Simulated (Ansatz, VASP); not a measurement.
Two plane-wave programs on TiSi2

```
Ti Si
1.0
    -1.47287    1.71213    4.21208
     1.47287   -1.71213    4.21208
     1.47287    1.71213   -4.21208
Ti Si
1 2
Cartesian
  -0.1216 0.0629 -0.1786
  -0.0019 0.1998 2.8688
  0.0199 0.0070 5.4553
```

Alike in both runs: task single point; functional PBE; k mesh 7 × 1 × 1; no spin polarisation.

|  | VASP | Ansatz |
| --- | --- | --- |
| version | VASP 6.6.1 | Ansatz 0.2.0 |
| potentials or method | VASP PAW PBE potentials, release 64 (Ti_sv, Si), cutoff 520 eV | scalar-relativistic, plane waves, PAW |
| occupations | methfessel-paxton of order 1, width 0.1 eV | methfessel-paxton of order 1 |
| valence electrons in the cell | 20 | 20 |

VASP gave:

| Quantity | Value |
| --- | --- |
| gap on the k mesh at the Fermi level (eV) | 0.07 |
| least direct gap on the mesh (eV) | 0.32 |
| pressure (GPa) | 12.5 |
| traceless stress, the component that is largest in VASP (GPa) | -31.16 |
| rms of the force components (eV/Å) | 0.990 |

Problem. Estimate Ansatz's values.

Solution. gap on the k mesh at the Fermi level (eV): 0.07; least direct gap on the mesh (eV): 0.33; pressure (GPa): 12.7; traceless stress, the component that is largest in VASP (GPa): -30.69; rms of the force components (eV/Å): 0.991.

Atom by atom the forces differ by 0.006 eV/Å (rms over components).

The k mesh is coarse, so the values compare programs but aren't converged.
